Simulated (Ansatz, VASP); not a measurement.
**Ta: VASP beside Ansatz**

```
Ta
1.0
    -1.62319    1.62319    1.62319
     1.62319   -1.62319    1.62319
     1.62319    1.62319   -1.62319
Ta
1
Direct
  0.00000 0.00000 0.00000
```

Alike in both runs: functional LDA; k mesh 8 × 8 × 8; occupations gaussian, width 0.1 eV; no spin polarisation.

Ansatz relaxed the structure, and its values are those at the end. VASP's run is a single point on that final structure, the one shown.

|  | VASP | Ansatz |
| --- | --- | --- |
| version | VASP 6.6.1 | Ansatz 0.2.0 |
| potentials or method | VASP PAW LDA potentials, release 64 (Ta_pv), cutoff 500 eV | scalar-relativistic, plane waves, PAW |
| valence electrons in the cell | 11 | 13 |

VASP gave:

| Property | Result |
| --- | --- |
| gap on the k mesh at the Fermi level (eV) | none |
| pressure (GPa) | 1.1 |

Q: Estimate Ansatz's values.

A: gap on the k mesh at the Fermi level (eV): none; pressure (GPa): 0.1.

Ansatz warns that its potentials were made for another functional, while VASP's fit it. LDA's correlation is that of Perdew and Zunger in VASP and of Perdew and Wang (1992) in Ansatz. A gap of «none» marks a metal or a gap that the smearing closes. VASP's potentials hold 11 valence electrons a cell and Ansatz's 13, so a difference there can come from the potentials and not from the codes.

Neither program's run includes spin-orbit coupling.
